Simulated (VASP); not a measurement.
Write the native input for VASP 6.6.1 that does the following.

```yaml
Task: single point
Functional: PBE
Potentials_or_basis: VASP PAW PBE potentials, release 64 (Zr_sv, Si)
Cutoff: 520 eV
k_mesh: 14 × 14 × 14
Occupations: gaussian, width 0.15 eV
Spin: no spin polarisation
Dipole_correction: no
Further_INCAR_settings: ALGO = Fast; EDIFF = 1e-06; NBANDS = 29
```

The structure of ZrSi2 lies in POSCAR:

```
ZrSi2
1.0
    1.9081680440     -7.6158335315      0.0000000000
    1.9081680440      7.6158335315      0.0000000000
    0.0000000000      0.0000000000      3.5686998431
Zr Si
2 4
Direct
    0.8946665379      0.1053334621      0.7500000000
    0.1053334621      0.8946665379      0.2500000000
    0.5530999448      0.4469000552      0.7500000000
    0.4469000552      0.5530999448      0.2500000000
    0.2503123054      0.7496876946      0.7500000000
    0.7496876946      0.2503123054      0.2500000000
```

This cell differs from its parent crystal: strain +0.030 along x and y, -0.030 along z.

The input as run:

INCAR

```
PREC = Accurate ; ENCUT = 520
EDIFF = 1E-6 ; ISMEAR = 0
SIGMA = 0.15 ; LREAL = False
LASPH = True ; NELM = 100
ALGO = Fast ; ISIF = 2
LWAVE = False ; LCHARG = True
GGA = PE ; LELF = True
LVHAR = True ; NBANDS = 29
```

KPOINTS

```
Automatic mesh
0
Gamma
  14 14 14
```

Potentials or basis: VASP PAW PBE potentials, release 64 (Zr_sv, Si).

Command:

```sh
$ cat potpaw_PBE.64/Zr_sv/POTCAR potpaw_PBE.64/Si/POTCAR > POTCAR
$ mpirun -np 1 vasp_std > vasp.out
```

It gave:

* Pressure: -2.5 GPa
* Largest force: 0.203 eV/Å
* Band gap on the k mesh: zero (bands 20 and 21 overlap by 0.83 eV)

Caveat: the cell differs from its parent crystal (strain +0.030 along x and y, -0.030 along z); the stress differs along the axes, from -6 to 4 GPa.

Wall time 95 min on 1 thread of Oxide Virtual Turin-like Processor, on a shared host, peak memory 1.1 GiB.
